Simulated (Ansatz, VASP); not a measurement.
## W: VASP beside Ansatz

```xyz
8
Lattice="-3.9980 -3.9980 0.0000 0.0000 -3.9980 3.9980 -3.9980 0.0000 3.9980" Properties=species:S:1:pos:R:3 pbc="T T T"
W    -1.9990   -1.9990    0.0000
W     0.0000    0.0000    0.0000
W    -1.9990   -3.9980    1.9990
W     0.0000   -1.9990    1.9990
W    -3.9980   -1.9990    1.9990
W    -1.9990    0.0000    1.9990
W    -3.9980   -3.9980    3.9980
W    -1.9990   -1.9990    3.9980
```

Alike in both runs: task single point; functional PBEsol; k mesh 8 × 8 × 8; occupations gaussian, width 0.15 eV; no spin polarisation.

|  | VASP | Ansatz |
| --- | --- | --- |
| version | VASP 6.6.1 | Ansatz 0.2.0 |
| potentials or method | VASP PAW PBE potentials, release 64 (W_sv), cutoff 520 eV | scalar-relativistic, plane waves, PAW |
| valence electrons in the cell | 112 | 112 |

Ansatz gave:

- gap on the k mesh at the Fermi level (eV): none
- pressure (GPa): -0.1

Question: Which values does VASP return?

Answer: gap on the k mesh at the Fermi level (eV): none; pressure (GPa): 0.7.

VASP's potentials were made for PBE, not for PBEsol. A gap of «none» marks a metal or a gap that the smearing closes. With one functional, cell and mesh, what is left measures potentials, basis and numerics.

Spin-orbit coupling is off throughout.
